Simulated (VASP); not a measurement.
# SiO2 (P2_13) in VASP: a series of runs, part 2 of 2

VASP 6.6.1. The steps go on from the part before.

### Step 3. Electric field gradients, PBE (15.24 Å³/atom)

This run uses another cell than the first one, of 15.24 Å³/atom.

Contents of INCAR:

```
PREC     = Accurate       # precision mode
ENCUT    = 520            # plane-wave cutoff, eV
EDIFF    = 1E-8           # SCF threshold, eV
ISMEAR   = -1             # smearing method
SIGMA    = 0.02           # smearing width, eV
LREAL    = Auto         
LASPH    = True           # aspherical terms in the spheres
NELM     = 80             # most SCF steps
ALGO     = Normal         # electronic algorithm
ISIF     = 2              # what is computed and relaxed
LWAVE    = False          # write WAVECAR
LCHARG   = False          # write CHGCAR
GGA      = PE             # functional
LEFG     = True         
NBANDS   = 82             # bands
```

Contents of KPOINTS:

```
Automatic mesh
0
Gamma
  3 3 3
```

Contents of POSCAR:

```
SiO2
1.0
    7.1518728763      0.0000000000      0.0000000000
    0.0000000000      7.1518728763      0.0000000000
    0.0000000000      0.0000000000      7.1518728763
Si O
8 16
Direct
    0.9771259885      0.5228740115      0.4771259885
    0.5228740115      0.4771259885      0.9771259885
    0.4771259885      0.9771259885      0.5228740115
    0.0228740115      0.0228740115      0.0228740115
    0.7141775776      0.7858224224      0.2141775776
    0.7858224224      0.2141775776      0.7141775776
    0.2141775776      0.7141775776      0.7858224224
    0.2858224224      0.2858224224      0.2858224224
    0.8607175071      0.3328254486      0.5326132099
    0.3607175071      0.1671745514      0.4673867901
    0.1392824929      0.8328254486      0.9673867901
    0.1671745514      0.4673867901      0.3607175071
    0.9673867901      0.1392824929      0.8328254486
    0.4673867901      0.3607175071      0.1671745514
    0.3328254486      0.5326132099      0.8607175071
    0.5326132099      0.8607175071      0.3328254486
    0.1541929604      0.1541929604      0.1541929604
    0.3458070396      0.8458070396      0.6541929604
    0.6541929604      0.3458070396      0.8458070396
    0.8458070396      0.6541929604      0.3458070396
    0.6392824929      0.6671745514      0.0326132099
    0.0326132099      0.6392824929      0.6671745514
    0.6671745514      0.0326132099      0.6392824929
    0.8328254486      0.9673867901      0.1392824929
```

Potentials or basis: VASP PAW PBE potentials, release 64 (Si, O).

The run is started by

```sh
> cat potpaw_PBE.64/Si/POTCAR potpaw_PBE.64/O/POTCAR > POTCAR
> mpirun -np 1 vasp_std > vasp.out
```

OUTCAR:

```text
PREC = Accurate
   ENCUT = 520
   EDIFF = 1E-8
   ISMEAR = -1
   LREAL = Auto
   LASPH = True
   NELM = 80
   ISIF = 2
   GGA = PE

 ion  position               nearest neighbor table
   1  0.977  0.523  0.477-  20 1.63  12 1.64   9 1.64  22 1.64   7 3.10   8 3.10   6 3.10
   2  0.523  0.477  0.977-  19 1.63  15 1.64  14 1.64  21 1.64   7 3.10   8 3.10   5 3.10
   3  0.477  0.977  0.523-  18 1.63  16 1.64  10 1.64  23 1.64   6 3.10   8 3.10   5 3.10
   4  0.023  0.023  0.023-  17 1.63  13 1.64  11 1.64  24 1.64   6 3.10   7 3.10   5 3.10
   5  0.714  0.786  0.214-  20 1.63  16 1.64  21 1.64  24 1.64   3 3.10   4 3.10   2 3.10
   6  0.786  0.214  0.714-  19 1.63  13 1.64   9 1.64  23 1.64   3 3.10   4 3.10   1 3.10
   7  0.214  0.714  0.786-  18 1.63  15 1.64  11 1.64  22 1.64   2 3.10   4 3.10   1 3.10
   8  0.286  0.286  0.286-  17 1.63  12 1.64  14 1.64  10 1.64   2 3.10   3 3.10   1 3.10
   9  0.861  0.333  0.533-   6 1.64   1 1.64
  10  0.361  0.167  0.467-   8 1.64   3 1.64
  11  0.139  0.833  0.967-   7 1.64   4 1.64
  12  0.167  0.467  0.361-   8 1.64   1 1.64
  13  0.967  0.139  0.833-   6 1.64   4 1.64
  14  0.467  0.361  0.167-   8 1.64   2 1.64
[... 8 lines left out ...]
  23  0.667  0.033  0.639-   6 1.64   3 1.64
  24  0.833  0.967  0.139-   5 1.64   4 1.64

  LATTYP: Found a simple cubic cell.
 ALAT       =     7.1518728763

  Lattice vectors:

[... 580 lines left out ...]

 Electric field gradients (V/A^2)
---------------------------------------------------------------------
 ion       V_xx      V_yy      V_zz      V_xy      V_xz      V_yz
---------------------------------------------------------------------
   1      -0.000    -0.000     0.000     0.984    -0.984     0.984
   2      -0.000    -0.000     0.000     0.984     0.984    -0.984
   3       0.000     0.000     0.000    -0.984     0.984     0.984
   4      -0.000    -0.000     0.000    -0.984    -0.984    -0.984
   5      -0.000     0.000    -0.000    -2.788     2.788    -2.788
   6      -0.000     0.000    -0.000    -2.788    -2.788     2.788
[... 16 lines left out ...]
  23      24.243     3.351   -27.594    51.087    50.996    32.541
  24      24.243     3.351   -27.594    51.087   -50.996   -32.541
---------------------------------------------------------------------

 Electric field gradients after diagonalization (V/A^2)
 (convention: |V_zz| > |V_xx| > |V_yy|)
----------------------------------------------------------------------
 ion       V_xx      V_yy      V_zz     asymmetry (V_yy - V_xx)/ V_zz
----------------------------------------------------------------------
   1       0.984     0.984    -1.967       0.000
   2       0.984     0.984    -1.967       0.000
   3       0.984     0.984    -1.967       0.000
   4       0.984     0.984    -1.967       0.000
   5      -2.788    -2.788     5.576       0.000
   6      -2.788    -2.788     5.576       0.000
[... 16 lines left out ...]
  23     -58.915   -36.470    95.385       0.235
  24     -58.915   -36.470    95.385       0.235
----------------------------------------------------------------------

           NMR quadrupolar parameters

 Cq : quadrupolar parameter    Cq=e*Q*V_zz/h
 eta: asymmetry parameters     (V_yy - V_xx)/ V_zz
 Q  : nuclear electric quadrupole moment in mb (millibarn)
----------------------------------------------------------------------
 ion       Cq(MHz)       eta       Q (mb)
----------------------------------------------------------------------
   1      -0.005       0.000       1.000
   2      -0.005       0.000       1.000
   3      -0.005       0.000       1.000
   4      -0.005       0.000       1.000
   5       0.013       0.000       1.000
   6       0.013       0.000       1.000
[... 16 lines left out ...]
  23       0.231       0.235       1.000
  24       0.231       0.235       1.000
----------------------------------------------------------------------
```

OSZICAR:

```text
N       E                     dE             d eps       ncg     rms          rms(c)
DAV:   1     0.861238578269E+03    0.86124E+03   -0.64636E+04   664   0.140E+03
DAV:   2    -0.141569303772E+03   -0.10028E+04   -0.97633E+03   826   0.332E+02
DAV:   3    -0.213643686085E+03   -0.72074E+02   -0.71746E+02   784   0.956E+01
DAV:   4    -0.214804335783E+03   -0.11606E+01   -0.11573E+01   808   0.130E+01
DAV:   5    -0.214830569002E+03   -0.26233E-01   -0.26204E-01   776   0.188E+00    0.396E+01
DAV:   6    -0.189572458684E+03    0.25258E+02   -0.10997E+02   768   0.345E+01    0.183E+01
DAV:   7    -0.189668003219E+03   -0.95545E-01   -0.29896E+00   840   0.537E+00    0.694E+00
DAV:   8    -0.189658217852E+03    0.97854E-02   -0.13340E-01   784   0.174E+00    0.271E+00
DAV:   9    -0.189685028277E+03   -0.26810E-01   -0.73902E-02   736   0.126E+00    0.551E-01
DAV:  10    -0.189690812080E+03   -0.57838E-02   -0.11161E-02   736   0.373E-01    0.191E-01
DAV:  11    -0.189690541757E+03    0.27032E-03   -0.29305E-03   800   0.205E-01    0.251E-02
DAV:  12    -0.189690576011E+03   -0.34254E-04   -0.14901E-04   808   0.555E-02    0.264E-02
DAV:  13    -0.189690583958E+03   -0.79465E-05   -0.23915E-05   768   0.211E-02    0.185E-02
DAV:  14    -0.189690586592E+03   -0.26345E-05   -0.96205E-06   736   0.150E-02    0.738E-03
DAV:  15    -0.189690586372E+03    0.22023E-06   -0.40892E-06   768   0.770E-03    0.216E-03
DAV:  16    -0.189690586386E+03   -0.14006E-07   -0.42299E-07   776   0.265E-03    0.773E-04
DAV:  17    -0.189690586365E+03    0.20820E-07   -0.32797E-08   584   0.773E-04    0.345E-04
DAV:  18    -0.189690586370E+03   -0.42819E-08   -0.47979E-09   544   0.306E-04
   1 F= -.18969059E+03 E0= -.18969059E+03  d E =-.947805E-11
```

stdout:

```text
POSCAR found type information on POSCAR SiO
 POSCAR found :  2 types and      24 ions
 scaLAPACK will be used
 LDA part: xc-table for (Slater+PW92), standard interpolation
 POSCAR, INCAR and KPOINTS ok, starting setup
 FFT: planning ... GRIDC
 FFT: planning ... GRID_SOFT
 FFT: planning ... GRID
 WAVECAR not read
 entering main loop
ion   1

ion   2

ion   3

ion   4

ion   5

ion   6

ion   7

ion   8

ion   9
     0.0000293   -11.9641855    11.9431762    -0.7273549     7.6428281     6.1012239
     0.0000403   -11.9641854    11.9431761    -0.7273549     7.6428280     6.1012238
     0.0000555   -11.9641852    11.9431759    -0.7273549     7.6428279     6.1012237
     0.0000765   -11.9641848    11.9431755    -0.7273549     7.6428277     6.1012235
[... 108 lines left out ...]
     0.0000293   -26.9867005   -42.1034489   -17.4006726   -42.3340340   -12.7947844
     0.0000403   -26.9866956   -42.1034413   -17.4006694   -42.3340263   -12.7947820
     0.0000555   -26.9866873   -42.1034282   -17.4006640   -42.3340132   -12.7947781
     0.0000765   -26.9866732   -42.1034063   -17.4006550   -42.3339911   -12.7947715

ion  23
     0.0000293   -11.9431762    -7.6428281     5.6474923   -11.9641855    -2.4207041
     0.0000403   -11.9431761    -7.6428280     5.6474923   -11.9641854    -2.4207041
     0.0000555   -11.9431759    -7.6428279     5.6474922   -11.9641852    -2.4207040
     0.0000765   -11.9431755    -7.6428277     5.6474920   -11.9641848    -2.4207040

     0.0000293   -42.3340340   -26.9867005    19.7809446   -42.1034489    -8.6720323
     0.0000403   -42.3340263   -26.9866956    19.7809410   -42.1034413    -8.6720308
     0.0000555   -42.3340132   -26.9866873    19.7809349   -42.1034282    -8.6720280
     0.0000765   -42.3339911   -26.9866732    19.780
```

It took 3.3 min on 1 thread of Intel Xeon Platinum 8559C (Emerald Rapids), shared host; peak memory 0.42 GiB.

Results:

```yaml
Free_energy: -189.6906 eV
Pressure: -3.4 GPa
Largest_force: 0.319 eV/Å
Band_gap_on_the_k_mesh: 5.56 eV (least direct gap 5.56 eV)
Largest_electric_field_gradient_by_atom: Si -2.0, +5.6 (each value once); O +95.4, +106.5 (each value once) V/Å²
```

Forces on the atoms (eV/Å):
```
Si  -0.028  0.028 -0.028
Si   0.028 -0.028 -0.028
Si  -0.028 -0.028  0.028
Si   0.028  0.028  0.028
Si   0.026 -0.026  0.026
Si  -0.026  0.026  0.026
Si   0.026  0.026 -0.026
Si  -0.026 -0.026 -0.026
O    0.084  0.144  0.272
O    0.084 -0.144 -0.272
O   -0.084  0.144 -0.272
O   -0.144 -0.272  0.084
O   -0.272 -0.084  0.144
O   -0.272  0.084 -0.144
O    0.144  0.272  0.084
O    0.272  0.084  0.144
O   -0.023 -0.023 -0.023
O    0.023  0.023 -0.023
O   -0.023  0.023  0.023
O    0.023 -0.023  0.023
O   -0.084 -0.144  0.272
O    0.272 -0.084 -0.144
O   -0.144  0.272 -0.084
O    0.144 -0.272 -0.084
```

Levels at points of the mesh, in eV from the valence-band top:
```
           k point  band 60  band 61  band 62  band 63  band 64  band 65  band 66  band 67  band 68  band 69
(0.00, 0.00, 0.00)    -0.31    -0.31    -0.01    -0.01    -0.01     5.56     8.64     8.64     8.64     8.64
```

Electric field gradients, principal values (V/Å²):
| atom | least | middle | greatest (by size) |
| --- | --- | --- | --- |
| 1 Si | 0.984 | 0.984 | -1.967 |
| 2 Si | 0.984 | 0.984 | -1.967 |
| 3 Si | 0.984 | 0.984 | -1.967 |
| 4 Si | 0.984 | 0.984 | -1.967 |
| 5 Si | -2.788 | -2.788 | 5.576 |
| 6 Si | -2.788 | -2.788 | 5.576 |
| 7 Si | -2.788 | -2.788 | 5.576 |
| 8 Si | -2.788 | -2.788 | 5.576 |
| 9 O | -36.470 | -58.915 | 95.385 |
| 10 O | -36.470 | -58.915 | 95.385 |
| 11 O | -36.470 | -58.915 | 95.385 |
| 12 O | -36.470 | -58.915 | 95.385 |
| 13 O | -36.470 | -58.915 | 95.385 |
| 14 O | -36.470 | -58.915 | 95.385 |
| 15 O | -36.470 | -58.915 | 95.385 |
| 16 O | -36.470 | -58.915 | 95.385 |
| 17 O | -53.251 | -53.251 | 106.503 |
| 18 O | -53.251 | -53.251 | 106.503 |
| 19 O | -53.251 | -53.251 | 106.503 |
| 20 O | -53.251 | -53.251 | 106.503 |
| 21 O | -36.470 | -58.915 | 95.385 |
| 22 O | -36.470 | -58.915 | 95.385 |
| 23 O | -36.470 | -58.915 | 95.385 |
| 24 O | -36.470 | -58.915 | 95.385 |

Caveat: the cell stands under tension; without QUAD_EFG the Cq values of the log hold for a quadrupole moment of 1 mb, not for the nuclei.
